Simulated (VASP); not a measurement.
# Ta (Im-3m) in VASP: further runs, part 2 of 2

VASP 6.6.1. The steps go on from the part before.

### 4 Relaxation of cell and atoms, PBE

Input file INCAR:

```
SYSTEM = Ta
ALGO = Normal
EDIFF = 1E-6
EDIFFG = -0.03
ENCUT = 600
GGA = PE
IBRION = 2
ISIF = 3
ISMEAR = 0
LASPH = .True.
LCHARG = .False.
LREAL = .False.
LWAVE = .False.
NELM = 60
NSW = 80
PREC = Accurate
SIGMA = 0.05
```

Input file KPOINTS:

```
k-points
0
Gamma
  10 10 10
  0 0 0
```

Input file POSCAR:

```
Ta
1.0
    1.6637516083      1.6637516083      1.6637516083
   -1.6637516083      1.6637516083      1.6637516083
   -1.6637516083     -1.6637516083      1.6637516083
Ta
1
Direct
    0.0000000000      0.0000000000      0.0000000000
```

Potentials or basis: VASP PAW PBE potentials, release 64 (Ta_pv).

Launch:

```console
$ cat potpaw_PBE.64/Ta_pv/POTCAR > POTCAR
$ mpirun -np 1 vasp_std > vasp.out
```

OUTCAR:

```text
SYSTEM = Ta
   EDIFF = 1E-6
   EDIFFG = -0.03
   ENCUT = 600
   GGA = PE
   IBRION = 2
   ISIF = 3
   ISMEAR = 0
   LASPH = .True.
   LREAL = .False.
   NELM = 60
   NSW = 80
   PREC = Accurate

 ion  position               nearest neighbor table
   1  0.000  0.000  0.000-

  LATTYP: Found a body centered cubic cell.
 ALAT       =     3.3275032166

  Lattice vectors:

 A1 = (   1.6637516083,  -1.6637516083,  -1.6637516083)
 A2 = (   1.6637516083,   1.6637516083,   1.6637516083)
 A3 = (  -1.6637516083,  -1.6637516083,   1.6637516083)

Analysis of symmetry for initial positions (statically):
=====================================================================
 Subroutine PRICEL returns:
 Original cell was already a primitive cell.

 Routine SETGRP: Setting up the symmetry group for a
 body centered cubic supercell.

 Subroutine GETGRP returns: Found 48 space group operations
 (whereof 48 operations were pure point group operations)
 out of a pool of 48 trial point group operations.

The static configuration has the point symmetry O_h .

Analysis of symmetry for dynamics (positions and initial velocities):
=====================================================================
 Subroutine PRICEL returns:
 Original cell was already a primitive cell.

 Routine SETGRP: Setting up the symmetry group for a
 body centered cubic supercell.

 Subroutine GETGRP returns: Found 48 space group operations
 (whereof 48 operations were pure point group operations)
 out of a pool of 48 trial point group operations.

The dynamic configuration has the point symmetry O_h .

 Subroutine INISYM returns: Found 48 space group operations
 (whereof 48 operations are pure point group operations),
 and found     1 'primitive' translations

----------------------------------------------------------------------------------------

                                     Primitive cell

  volume of cell :      18.4215

  direct lattice vectors                    reciprocal lattice vectors
     1.663751608  1.663751608  1.663751608     0.300525630  0.000000000  0.300525630
    -1.663751608  1.663751608  1.663751608    -0.300525630  0.300525630  0.000000000
    -1.663751608 -1.663751608  1.663751608     0.000000000 -0.300525630  0.300525630

  length of vectors
     2.881702317  2.881702317  2.881702317     0.425007422  0.425007422  0.425007422

  position of ions in fractional coordinates (direct lattice)
     0.000000000  0.000000000  0.000000000

  ion indices of the primitive-cell ions
   primitive index   ion index
                 1           1

----------------------------------------------------------------------------------------

 KPOINTS: k-points

Automatic generation of k-mesh.
 Grid dimensions read from file:
 generate k-points for:   10   10   10

 Generating k-lattice:

  Cartesian coordinates                     Fractional coordinates (reciprocal lattice)
     0.030052563  0.000000000  0.030052563     0.100000000  0.000000000  0.000000000
    -0.030052563  0.030052563  0.000000000     0.000000000  0.100000000  0.000000000
     0.000000000 -0.030052563  0.030052563     0.000000000  0.000000000  0.100000000

  Length of vectors
     0.042500742  0.042500742  0.042500742

  Shift w.r.t. Gamma in fractional coordinates (k-lattice)
     0.000000000  0.000000000  0.000000000

 Subroutine IBZKPT returns following result:
 ===========================================

 Found     47 irreducible k-points:

 Following reciprocal coordinates:
            Coordinates               Weight
  0.000000  0.000000  0.000000      1.000000
  0.100000  0.000000  0.000000     12.000000
  0.200000  0.000000  0.000000     12.000000
  0.300000  0.000000  0.000000     12.000000
  0.400000  0.000000  0.000000     12.000000
  0.500000  0.000000  0.000000      6.000000
[... 16 lines left out ...]
  0.100000  0.300000  0.100000      8.000000
  0.500000  0.300000  0.100000     24.000000
 [... further k-points ...]
   k-points           NKPTS =     47   k-points in BZ     NKDIM =     47   number of bands    NBANDS=      9
   number of dos      NEDOS =    301   number of ions     NIONS =      1
   total plane-waves  NPLWV =  13824
   dimension x,y,z NGX =    24 NGY =   24 NGZ =   24
   dimension x,y,z NGXF=    48 NGYF=   48 NGZF=   48
   ions per type =               1
   NGX,Y,Z   is equivalent  to a cutoff of  13.85, 13.85, 13.85 a.u.
   NGXF,Y,Z  is equivalent  to a cutoff of  27.69, 27.69, 27.69 a.u.
 SYSTEM =  Ta
   PREC   = accura    normal or accurate (medium, high low for compatibility)
   ISTART =      0    job   : 0-new  1-cont  2-samecut
   ICHARG =      2    charge: 1-file 2-atom 10-const
   ISPIN  =      1    spin polarized calculation?
   LNONCOLLINEAR =      F non collinear calculations
   LSORBIT =      F    spin-orbit coupling
   LASPH  =      T    aspherical Exc in radial PAW
   ENCUT  =  600.0 eV  44.10 Ry    6.64 a.u.   5.76  5.76  5.76*2*pi/ulx,y,z
   NELM   =     60;   NELMIN=  2; NELMDL= -5     # of ELM steps
   EDIFF  = 0.1E-05   stopping-criterion for ELM
   LREAL  =      F    real-space projection
   EDIFFG = -.3E-01   stopping-criterion for IOM
   NSW    =     80    number of steps for IOM
   IBRION =      2    ionic relax: 0-MD 1-quasi-New 2-CG
   NFREE  =      1    steps in history (QN), initial steepest desc. (CG)
   ISIF   =      3    stress and relaxation
   ISYM   =      2    0-nonsym 1-usesym 2-fastsym
   POTIM  = 0.5000    time-step for ionic-motion
   TEBEG  =    0.0;   TEEND  =   0.0 temperature during run
   PSTRESS=    0.0 pullay stress
   NELECT =      11.0000    total number of electrons
   NUPDOWN=      -1.0000    fix difference up-down
   EMIN   =  10.00;   EMAX   =-10.00  energy-range for DOS
   EFERMI =   0.00;   METHOD = LEGACY
   ISMEAR =     0;   SIGMA  =   0.05  broadening in eV -4-tet -1-fermi 0-gaus
   EFERMI_NEDOS =   21; number of points for ismear=-14 and -15
   IALGO  =     38    algorithm
   IMIX   =      4    mixing-type and parameters
     AMIX     =   0.40;   BMIX     =  1.00
     AMIX_MAG =   1.60;   BMIX_MAG =  1.00
  volume/ion in A,a.u.               =      18.42       124.31
  Fermi-wavevector in a.u.,A,eV,Ry     =   1.378576  2.605130 25.857472  1.900471
  Thomas-Fermi vector in A             =   2.503624
   LORBIT       =      0    0 simple, 1 ext, 2 COOP (PROOUT), +10 PAW based schemes
   GGA     = PE    functional components
   LHFCALC =     F    Hartree Fock is set to
   AEXX    =    0.0000 exact exchange contribution
   IVDW    =     0    specifies the selected vdW correction
   LEPSILON=     F    determine dielectric tensor
   LRPA    =     F    only Hartree local field effects (RPA)
 conjugate gradient relaxation of ions
 non-spin polarized calculation
 Gauss-broadening in eV      SIGMA  =   0.05
  energy-cutoff  :      600.00
  volume of cell :       18.42
 maximum number of plane-waves:       629
   NGX = 11   NGY = 11   NGZ = 11

 number of electron      11.0000000 magnetization

 Free energy of the ion-electron system (eV)
  ---------------------------------------------------
  ext. energy  EPLUGINS =         0.00000000
  ---------------------------------------------------
  free energy    TOTEN  =       -11.81548351 eV

  energy without entropy =      -11.81467220  energy(sigma->0) =      -11.81507785

 E-fermi :   5.3171     XC(G=0): -12.5098

 val. band max:        5.3126545926   @ k =  -0.4000   0.2000   0.0000
 cond. band min:       5.3988986728   @ k =   0.2000   0.1000   0.0000
 fundamental gap:      0.0862440802
 Fermi energy:         5.3170827958

 k-point     1 :       0.0000    0.0000    0.0000
  band No.  band energies     occupation
      1     -27.8959      2.00000
      2     -27.8959      2.00000
      3     -27.8959      2.00000
      4      -2.5229      2.00000
      5       6.0180      0.00000
      6       6.0180      0.00000
      7       6.0180      0.00000
      8       9.2147      0.00000
      9       9.2147      0.00000

 k-point     2 :       0.1000    0.0000    0.0000
  band No.  band energies     occupation
      1     -28.0078      2.00000
      2     -27.9306      2.00000
      3     -27.8964      2.00000
      4      -2.0949      2.00000
      5       5.7480      0.00000
      6       5.9205      0.00000
      7       6.4408      0.00000
      8       8.8313      0.00000
      9       9.2201      0.00000
[... 253 lines left out ...]
 k-point    24 :       0.5000    0.3000    0.1000
  band No.  band energies     occupation
      1     -28.7861      2.00000
      2     -28.4655      2.00000
      3     -28.0720      2.00000
      4       2.6847      2.00000
      5       3.6646      2.00000
      6       4.9493      2.00000
      7       8.3803      0.00000
      8       9.8621      0.00000
      9      13.5828      0.00000

 [... further k-points ...]
[... 5 lines left out ...]
  --------------------------------------------------------------------------------------
  -------------------------------------------------------------------------------------
  Total        0.0145196      0.0145196      0.0145196     -0.0000000      0.0000000      0.0000000
  in kB        1.2628150      1.2628150      1.2628150     -0.0000000      0.0000000      0.0000000
  external PRESSURE =       1.2628150 kB  Pullay stress =       0.0000000 kB

 VOLUME and BASIS-vectors are now :
 -----------------------------------------------------------------------------
  energy-cutoff  :      600.00
  volume of cell :       18.42
      direct lattice vectors                 reciprocal lattice vectors
     1.663751608  1.663751608  1.663751608     0.300525630  0.000000000  0.300525630
    -1.663751608  1.663751608  1.663751608    -0.300525630  0.300525630  0.000000000
    -1.663751608 -1.663751608  1.663751608     0.000000000 -0.300525630  0.300525630

 POSITION                                       TOTAL-FORCE (eV/Angst)
 -----------------------------------------------------------------------------------
      0.00000      0.00000      0.00000         0.000000      0.000000      0.000000
 -----------------------------------------------------------------------------------
    total drift:                               -0.000000     -0.000000     -0.000000

  FREE ENERGIE OF THE ION-ELECTRON SYSTEM (eV)
  ---------------------------------------------------
  free  energy   TOTEN  =       -11.8154835052 eV

  energy  without entropy=      -11.8146721974  energy(sigma->0) =      -11.81507785

 reached required accuracy - stopping structural energy minimisation
```

CONTCAR:

```text
Ta
   1.00000000000000
     1.6637516082999999    1.6637516082999999    1.6637516082999999
    -1.6637516082999999    1.6637516082999999    1.6637516082999999
    -1.6637516082999999   -1.6637516082999999    1.6637516082999999
  Ta
     1
Direct
     0.0000000000000000    0.0000000000000000    0.0000000000000000

  0.00000000E+00  0.00000000E+00  0.00000000E+00
```

Wall time 14 s (1 thread of Intel Xeon Platinum 8259CL at 2.50GHz (Skylake/Cascade Lake), shared host); peak memory 0.14 GiB.

What came out:

- Free energy: -11.8155 eV
- Pressure after relaxing: 0.1 GPa

Final structure:
```
CELL_PARAMETERS angstrom
1.66375 1.66375 1.66375
-1.66375 1.66375 1.66375
-1.66375 -1.66375 1.66375
ATOMIC_POSITIONS crystal
Ta 0.00000 0.00000 0.00000
```

Levels at points of the mesh, in eV from the Fermi level:
```
           k point  band 3  band 4  band 5  band 6  band 7  band 8
(0.00, 0.00, 0.00)  -33.21   -7.84    0.70    0.70    0.70    3.90
(0.50, 0.00, 0.00)  -33.22   -4.30   -1.51    1.48    3.76    4.76
(0.50, 0.50, 0.50)  -33.97   -3.69   -3.69    6.61    6.61    6.61
```

Caveat: the relaxation stopped at its first step, so nothing moved; spin-orbit coupling is left out, which moves the levels of the heavy elements.

### 5 The runs side by side

```tsv
task	cell	cutoff (eV)	gap on the mesh (eV)	pressure (GPa)
single point	a = 2.882 Å, angles 70.5, 109.5, 70.5°, 1 atom	520	none	0.1
relaxation of cell and atoms	relaxed from a = 2.858 Å, angles 70.5, 109.5, 70.5°, 1 atom	600	none	-0.1
relaxation of cell and atoms	relaxed from a = 2.882 Å, angles 70.5, 109.5, 70.5°, 1 atom	600	none	0.1
```

Alike in all rows: level PBE; potentials or basis VASP PAW PBE potentials, release 64 (Ta_pv); no spin polarisation; k mesh 10 × 10 × 10; smearing gaussian 0.05 eV.

Caveats: spin-orbit coupling is left out, which moves the levels of the heavy elements; the relaxation stopped at its first step, so nothing moved (some runs).

Absolute energies hang on the potentials; compare differences alone.
